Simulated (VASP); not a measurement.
**Si: relaxation of cell and atoms with PBE**

Si:

```xyz
2
Lattice="2.5147 0.0000 0.0000 0.0000 4.3033 0.0000 0.0000 0.0000 2.4245" Properties=species:S:1:pos:R:3 pbc="T T T"
Si    1.2574    2.1516    0.2350
Si    0.0000    0.0000    2.1895
```

```json
{
 "Program": "VASP 6.6.1",
 "Task": "relaxation of cell and atoms",
 "Functional": "PBE",
 "Potentials or basis": "VASP PAW PBE potentials, release 64 (Si)",
 "Cutoff": "500 eV",
 "k mesh": "6 × 4 × 8",
 "Occupations": "gaussian, width 0.1 eV",
 "Spin": "no spin polarisation",
 "Dipole correction": "no",
 "Further INCAR settings": "ALGO = Normal; EDIFF = 1e-07; IBRION = 2; EDIFFG = -0.04; NSW = 90; ISIF = 3"
}
```

- Relaxed volume: 14.93 Å³/atom
- Relaxed cell: a = 2.561 Å, b = 4.635 Å, c = 2.515 Å, α = 90.00°, β = 90.00°, γ = 90.00°
- Space group after relaxing (to 0.1 Å): Cmmm (No. 65)
- Energy gained by relaxing: 156.9 meV/atom
- Ionic steps: 18
- Pressure after relaxing: 0.0 GPa
- Largest force after relaxing: 0.028 eV/Å
- Band gap on the k mesh: zero (bands 4 and 5 overlap by 8.56 eV)

Forces in eV/Å, atoms in the order of the input:
```
Si   0.000  0.000 -0.028
Si   0.000  0.000  0.028
```

Stress tensor (GPa, compression positive):
```
 0.16  0.00  0.00
 0.00  0.13  0.00
 0.00  0.00 -0.35
```

Step by step:
| step | energy change (eV) | largest force (eV/Å) | pressure (GPa) | volume (Å³) |
| --- | --- | --- | --- | --- |
| 1 | 0.0000 | 0.3638 | 17.43 | 26.24 |
| 2 | -0.1613 | 0.3436 | -6.56 | 32.01 |
| 3 | -0.2061 | 0.3714 | -1.10 | 29.96 |
| 4 | -0.2298 | 0.3520 | -0.51 | 29.90 |
| 5 | -0.2301 | 0.3482 | -0.39 | 29.89 |
| 6 | -0.2473 | 0.3312 | 0.39 | 29.75 |
| 7 | -0.2497 | 0.3190 | 0.86 | 29.67 |
| 8 | -0.2682 | 0.2820 | 0.23 | 29.78 |
| 9 | -0.2906 | 0.1734 | -0.81 | 30.04 |
| 10 | -0.3057 | 0.1083 | -0.39 | 29.92 |
| 11 | -0.3071 | 0.0852 | -0.16 | 29.87 |
| 12 | -0.3115 | 0.0565 | 0.38 | 29.76 |
| 13 | -0.3116 | 0.0526 | 0.46 | 29.75 |
| 14 | -0.3131 | 0.0377 | 0.02 | 29.85 |
| 15 | -0.3131 | 0.0396 | 0.08 | 29.83 |
| 16 | -0.3136 | 0.0321 | -0.16 | 29.88 |
| 17 | -0.3136 | 0.0322 | -0.16 | 29.88 |
| 18 | -0.3138 | 0.0279 | -0.02 | 29.85 |

Final structure:
```xyz
2
Lattice="2.5606 0.0000 0.0000 0.0000 4.6352 0.0000 0.0000 0.0000 2.5151" Properties=species:S:1:pos:R:3 pbc="T T T"
Si    1.2803    2.3176    0.0162
Si    0.0000    0.0000    2.4989
```

Levels at points of the mesh, in eV from the Fermi level:
```
           k point  band 1  band 2  band 3  band 4  band 5  band 6  band 7  band 8
(0.00, 0.00, 0.00)  -14.16   -8.04   -6.98    6.11    7.02    7.10    7.13    9.82
(0.50, 0.00, 0.00)   -8.72   -8.72   -2.75   -2.75   -1.72   -1.72   11.57   11.57
(0.00, 0.50, 0.00)  -12.48  -12.48    0.40    0.40    7.53    7.53    7.76    7.76
(0.50, 0.50, 0.00)   -7.37   -7.37   -6.78   -6.78    4.74    4.74    6.23    6.23
(0.00, 0.00, 0.50)   -9.60   -7.28   -3.37   -2.76   -2.45    1.23    9.49   12.77
(0.50, 0.00, 0.50)   -4.28   -4.28   -2.45   -2.45    1.73    1.73    2.61    2.61
(0.00, 0.50, 0.50)   -7.94   -7.94   -5.74   -5.74    4.62    4.62    7.58    7.58
(0.50, 0.50, 0.50)   -3.21   -3.21   -2.00   -2.00   -1.93   -1.93    1.46    1.46
```

It took 98 s on 1 thread of AMD EPYC 7R43 64-Core Processor (Zen 3), on a shared host, peak memory 0.09 GiB.

Caveat: the k points lie up to 0.41 Å⁻¹ apart in the final cell, too coarse for converged energies and pressures of a metal.
